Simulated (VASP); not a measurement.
InAs: single point with PBEsol

Crystal: InAs.

```
In As
1.0
     0.00000    3.04392    3.04392
     3.04392    0.00000    3.04392
     3.04392    3.04392    0.00000
In As
1 1
Direct
  0.00000 0.00000 0.00000
  0.75000 0.75000 0.75000
```

```yaml
Program: VASP 6.6.1
Task: single point
Functional: PBEsol
Potentials_or_basis: VASP PAW PBE potentials, release 64 (In_d, As)
Cutoff: 520 eV
k_mesh: 12 × 12 × 12
Occupations: fermi-dirac, width 0.1 eV
Spin: no spin polarisation
```

| Property | Result |
| --- | --- |
| Pressure | 0.1 GPa |
| Band gap on the k mesh | zero (filled and empty bands touch) |

Levels at points of the mesh, in eV from the Fermi level:
| k point | band 5 | band 6 | band 7 | band 8 | band 9 | band 10 | band 11 | band 12 | band 13 | band 14 |
| --- | --- | --- | --- | --- | --- | --- | --- | --- | --- | --- |
| (0.00, 0.00, 0.00) | -14.44 | -12.03 | -0.66 | -0.27 | -0.27 | -0.27 | 3.57 | 3.57 | 3.57 | 6.98 |
| (0.50, 0.00, 0.00) | -14.44 | -10.61 | -5.99 | -1.24 | -1.24 | 0.56 | 4.34 | 4.34 | 6.42 | 8.53 |
| (0.50, 0.50, 0.00) | -14.42 | -10.09 | -6.07 | -2.55 | -2.55 | 1.20 | 1.70 | 8.67 | 8.81 | 8.81 |

Wall time 43 s on 1 thread of Intel(R) Xeon(R) Platinum 8488C (Sapphire Rapids) (shared host), peak memory 0.22 GiB.

Caveat: semilocal functionals underestimate gaps, so a narrow gap can read as zero; the PAW data sets were made with another functional, which shifts forces and pressure a little; spin-orbit coupling is left out, which moves the levels of the heavy elements.
